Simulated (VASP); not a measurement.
Wanted: the native input for a VASP 6.6.1 run.

```
Task                   : relaxation of cell and atoms
Functional             : PBE
Potentials or basis    : VASP PAW PBE potentials, release 64 (Ta_pv, Rh_pv)
Cutoff                 : 600 eV
k mesh                 : 8 × 8 × 8
Occupations            : gaussian, width 0.1 eV
Spin                   : no spin polarisation
Dipole correction      : no
Further INCAR settings : ALGO = Fast; EDIFF = 1e-06; IBRION = 2; EDIFFG = -0.01; NSW = 100; ISIF = 3
```

The structure of Ta4Rh lies in POSCAR:

```
Ta4Rh
1.0
    4.7595796480      0.0000000000      0.0000000000
    0.0000000000      4.7595796480      0.0000000000
    0.0000000000      0.0000000000      4.7595796480
Ta Rh
4 1
Direct
    0.0000000000      0.0000000000      0.0000000000
    0.5000000000      0.5000000000      0.0000000000
    0.5000000000      0.0000000000      0.5000000000
    0.0000000000      0.5000000000      0.5000000000
    0.5000000000      0.5000000000      0.5000000000
```

The cell was generated, and may not be a known phase.

One way to write it, as run:

INCAR

```
SYSTEM = Ta4Rh
PREC     = Accurate       ! precision mode
ENCUT    = 600            ! plane-wave cutoff, eV
EDIFF    = 1E-6           ! SCF threshold, eV
ISMEAR   = 0              ! smearing method
SIGMA    = 0.1            ! smearing width, eV
LREAL    = .False.        ! projectors in reciprocal space
LASPH    = .True.         ! aspherical terms in the spheres
NELM     = 100            ! most SCF steps
ALGO     = Fast           ! electronic algorithm
ISIF     = 3              ! what is computed and relaxed
LWAVE    = .False.        ! write WAVECAR
LCHARG   = .False.        ! write CHGCAR
GGA      = PE             ! functional
IBRION   = 2              ! ionic algorithm
NSW      = 100            ! ionic steps
EDIFFG   = -0.01          ! ionic threshold
```

KPOINTS

```
Automatic mesh
0
Gamma
  8 8 8
  0 0 0
```

Potentials or basis: VASP PAW PBE potentials, release 64 (Ta_pv, Rh_pv).

Command:

```bash
$ cat potpaw_PBE.64/Ta_pv/POTCAR potpaw_PBE.64/Rh_pv/POTCAR > POTCAR
$ mpirun -np 1 vasp_std > vasp.out
```

Results of the run:

The relaxed volume is 21.52 Å³/atom. The relaxed cell is a = 4.756 Å, b = 4.756 Å, c = 4.756 Å, α = 90.00°, β = 90.00°, γ = 90.00° and the space group after relaxing (to 0.1 Å) is Pm-3m (No. 221). The energy gained by relaxing is 0.1 meV/atom. The ionic steps are 3, the pressure after relaxing is 0.0 GPa and the band gap on the k mesh is zero (an odd number of electrons rules out a gap without spin polarisation).

Caveat: spin-orbit coupling is left out, which moves the levels of the heavy elements.

Run time: 5.3 min on 1 thread of AMD EPYC 9R45 96-Core Processor (Zen 5) (shared host), peak memory 0.31 GiB.
